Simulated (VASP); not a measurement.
Here is a VASP 6.6.1 calculation.

Contents of INCAR:

```
PREC     = Accurate       # precision mode
ENCUT    = 520            # plane-wave cutoff, eV
EDIFF    = 1E-6           # SCF threshold, eV
ISMEAR   = 0              # smearing method
SIGMA    = 0.15           # smearing width, eV
LREAL    = F              # projectors in reciprocal space
LASPH    = T              # aspherical terms in the spheres
NELM     = 100            # most SCF steps
ALGO     = Normal         # electronic algorithm
ISIF     = 2              # what is computed and relaxed
LWAVE    = F              # write WAVECAR
LCHARG   = F              # write CHGCAR
GGA      = PE             # functional
NBANDS   = 16             # bands
```

File KPOINTS:

```
Automatic mesh
0
Gamma
  16 16 16
```

File POSCAR:

```
GaSb
1.0
   -2.9593500000      2.9593500000      1.7708000000
    2.9593500000     -2.9593500000      1.7708000000
    2.9593500000      2.9593500000     -1.7708000000
Ga Sb
1 1
Direct
    0.2500000000      0.7500000000      0.5000000000
    0.0000000000      0.0000000000      0.0000000000
```

Potentials or basis: VASP PAW PBE potentials, release 64 (Ga_d, Sb).

Run with:

```bash
$ cat potpaw_PBE.64/Ga_d/POTCAR potpaw_PBE.64/Sb/POTCAR > POTCAR
$ mpirun -np 1 vasp_std > vasp.out
```

(1) What does it give for the pressure?

(2) What does it give for the band gap on the k mesh?

Answers

(1) -6.9 GPa.

(2) zero (bands 9 and 10 overlap by 3.75 eV).

Caveat: the cell stands under tension; spin-orbit coupling is left out, which moves the levels of the heavy elements.
